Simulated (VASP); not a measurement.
Input of a VASP 6.6.1 run:

Contents of INCAR:

```
  PREC = Accurate
  ENCUT = 520
  EDIFF = 1E-6
  ISMEAR = 0
  SIGMA = 0.2
  LREAL = F
  LASPH = T
  NELM = 100
  ALGO = Normal
  ISIF = 2
  LWAVE = F
  LCHARG = T
  GGA = PE
  LELF = T
  LVHAR = T
  NBANDS = 12
```

KPOINTS

```
Automatic mesh
0
Gamma
  6 5 5
```

POSCAR

```
Mg2O
1.0
    3.1964893208     -0.0280981405     -0.2517566622
   -0.0107941036      3.1604697900     -0.1610205610
    0.4114155711      0.2608537424      4.8358095867
Mg O
2 1
Direct
    0.4361116359      0.1775768972      0.3232284893
    0.9333670263      0.6762281776      0.8283149208
    0.9343077278      0.1771066852      0.5736765999
```

Potentials or basis: VASP PAW PBE potentials, release 64 (Mg, O).

Command:

```sh
$ cat potpaw_PBE.64/Mg/POTCAR potpaw_PBE.64/O/POTCAR > POTCAR
$ mpirun -np 1 vasp_std > vasp.out
```

**Question.** Predict the band gap on the k mesh.

**Answer.** Zero (bands 5 and 6 overlap by 1.32 eV).

**Question.** What does it give for the pressure?

**Answer.** -0.2 GPa.

**Question.** What does it give for the largest force?

**Answer.** 0.043 eV/Å.

Stress tensor (GPa, compression positive):
```
-0.32  0.03 -0.18
 0.03  0.01 -0.10
-0.18 -0.10 -0.26
```

Caveat: the k points lie up to 0.40 Å⁻¹ apart, too coarse for converged energies and pressures of a metal.
